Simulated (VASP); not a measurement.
Wanted: the native input for a VASP 6.6.1 run.

```yaml
Task: single point
Functional: PBEsol
Potentials_or_basis: VASP PAW PBE potentials, release 64 (Mg, O)
Cutoff: 520 eV
k_mesh: 9 × 9 × 6
Occupations: gaussian, width 0.05 eV
Spin: no spin polarisation
Dipole_correction: no
Further_INCAR_settings: ALGO = Normal; EDIFF = 1e-06; NBANDS = 16
```

The structure of MgO lies in POSCAR:

```
MgO
1.0
    3.3034678116      0.0000000000      0.0000000000
   -1.6517339058      2.8608870454      0.0000000000
    0.0000000000      0.0000000000      4.9190000000
Mg O
2 2
Direct
    0.3333333333      0.6666666667      0.0036583380
    0.6666666667      0.3333333333      0.5036583380
    0.3333333333      0.6666666667      0.4009416620
    0.6666666667      0.3333333333      0.9009416620
```

These files were run (other wordings do the same):

INCAR

```
SYSTEM = MgO
PREC = Accurate
ENCUT = 520
EDIFF = 1E-6
ISMEAR = 0
SIGMA = 0.05
LREAL = .FALSE.
LASPH = .TRUE.
NELM = 100
ALGO = Normal
ISIF = 2
LWAVE = .FALSE.
LCHARG = .FALSE.
GGA = PS
NBANDS = 16
```

KPOINTS

```
Automatic mesh
0
G
  9 9 6
  0 0 0
```

Potentials or basis: VASP PAW PBE potentials, release 64 (Mg, O).

Command:

```bash
$ cat potpaw_PBE.64/Mg/POTCAR potpaw_PBE.64/O/POTCAR > POTCAR
$ mpirun -np 1 vasp_std > vasp.out
```

It gave:

* Pressure: 2.1 GPa
* Largest force: 0.253 eV/Å
* Band gap on the k mesh: 3.43 eV, direct

Caveat: the PAW data sets were made with another functional, which shifts forces and pressure a little.

Wall time 31 s on 1 thread of Intel(R) Xeon(R) Platinum 8488C (Sapphire Rapids), on a shared host, peak memory 0.19 GiB.
